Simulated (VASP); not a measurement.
## CdTe: single point with LDA

Crystal: CdTe.

```
CELL_PARAMETERS angstrom
0.00000 3.20500 3.06078
3.20500 0.00000 3.06078
3.20500 3.20500 0.00000
ATOMIC_POSITIONS crystal
Cd 0.00000 0.00000 0.00000
Te 0.75000 0.75000 0.75000
```

This cell differs from its parent crystal: strain -0.0450 x Voigt [0, 0, 1, 0, 0, 0].

* Program: VASP 6.6.1
* Task: single point
* Functional: LDA
* Potentials or basis: VASP PAW LDA potentials, release 64 (Cd, Te)
* Cutoff: 520 eV
* k mesh: 8 × 8 × 8
* Occupations: gaussian, width 0.05 eV
* Spin: no spin polarisation

```yaml
Pressure: 2.6 GPa
Band_gap_on_the_k_mesh: 0.69 eV
```

Stress tensor (GPa, compression positive):
```
2.40 0.00 0.00
0.00 2.40 0.00
0.00 0.00 3.06
```

Levels at points of the mesh, in eV from the valence-band top:
```tsv
k point	band 7	band 8	band 9	band 10	band 11	band 12
(0.00, 0.00, 0.00)	-0.15	-0.15	0.00	0.69	4.35	4.36
(0.50, 0.00, 0.00)	-5.07	-1.13	-0.89	1.62	4.82	5.14
(0.50, 0.50, 0.00)	-4.71	-2.42	-2.42	2.04	2.17	9.22
(0.50, 0.00, 0.50)	-4.95	-2.23	-2.16	2.24	2.55	8.85
```

Wall time 79 s on 1 thread of Intel Xeon 8259CL, with other jobs on the host, peak memory 0.21 GiB.

Caveat: the cell differs from its parent crystal (strain -0.0450 x Voigt [0, 0, 1, 0, 0, 0]); spin-orbit coupling is left out, which moves the levels of the heavy elements.
